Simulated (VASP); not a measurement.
Set up this calculation in VASP 6.6.1, as the native input.

```
Task                   : single point
Functional             : PBEsol
Potentials or basis    : VASP PAW PBE potentials, release 64 (Ru_pv, Al)
Cutoff                 : 520 eV
k mesh                 : 2 × 2 × 2
Occupations            : fermi-dirac, width 0.1 eV
Spin                   : no spin polarisation
Dipole correction      : no
Further INCAR settings : LREAL = Auto; ALGO = Normal; EDIFF = 1e-06; NBANDS = 80
```

The structure of Al7Ru8 (a cell with a defect) lies in POSCAR:

```
Al7Ru8
1.0
    6.0601640000      0.0000000000      0.0000000000
    0.0000000000      6.0601640000      0.0000000000
    0.0000000000      0.0000000000      6.0601640000
Ru Al
8 7
Direct
    0.2502136906      0.2605970730      0.2585885464
    0.2502138556      0.2605888223      0.7387197772
    0.2502166608      0.7407238484      0.2585859063
    0.2502176509      0.7407320990      0.7387224174
    0.7533929775      0.2401624775      0.2381521358
    0.7533933075      0.2401555469      0.7591537127
    0.7533893472      0.7611579489      0.2381499907
    0.7533900073      0.7611650444      0.7591558578
    0.0233008546      0.0006597181     -0.0013408878
   -0.0008343009      0.0006534477      0.4986483864
   -0.0008326507      0.5006613682     -0.0013557389
   -0.4259368228      0.5006607082      0.4986591122
    0.4792631025      0.0006638434     -0.0013415479
    0.4992102524      0.0006616983      0.4986475614
    0.4992084373      0.5006555928     -0.0013526037
```

The input as run:

INCAR

```
SYSTEM = Al7Ru8
ALGO = Normal ; EDIFF = 1E-6
ENCUT = 520 ; GGA = PS
ISIF = 2 ; ISMEAR = -1
LASPH = .TRUE. ; LCHARG = .TRUE.
LELF = .TRUE. ; LREAL = Auto
LVHAR = .TRUE. ; LWAVE = .FALSE.
NBANDS = 80 ; NELM = 80
PREC = Accurate ; SIGMA = 0.1
```

KPOINTS

```
k-points
0
G
  2 2 2
  0 0 0
```

Potentials or basis: VASP PAW PBE potentials, release 64 (Ru_pv, Al).

Launch:

```sh
$ cat potpaw_PBE.64/Ru_pv/POTCAR potpaw_PBE.64/Al/POTCAR > POTCAR
$ mpirun -np 1 vasp_std > vasp.out
```

It gave:

| Property | Result |
| --- | --- |
| Pressure | -14.7 GPa |
| Largest force | 1.688 eV/Å |
| Band gap on the k mesh | zero (an odd number of electrons rules out a gap without spin polarisation) |

Caveat: the k points lie up to 0.52 Å⁻¹ apart, too coarse for converged energies and pressures of a metal; the PAW data sets were made with another functional, which shifts forces and pressure a little.

Run time: 3.5 min on 1 thread of AMD EPYC 9R45 96-Core Processor (Zen 5), on a shared host, peak memory 0.33 GiB.
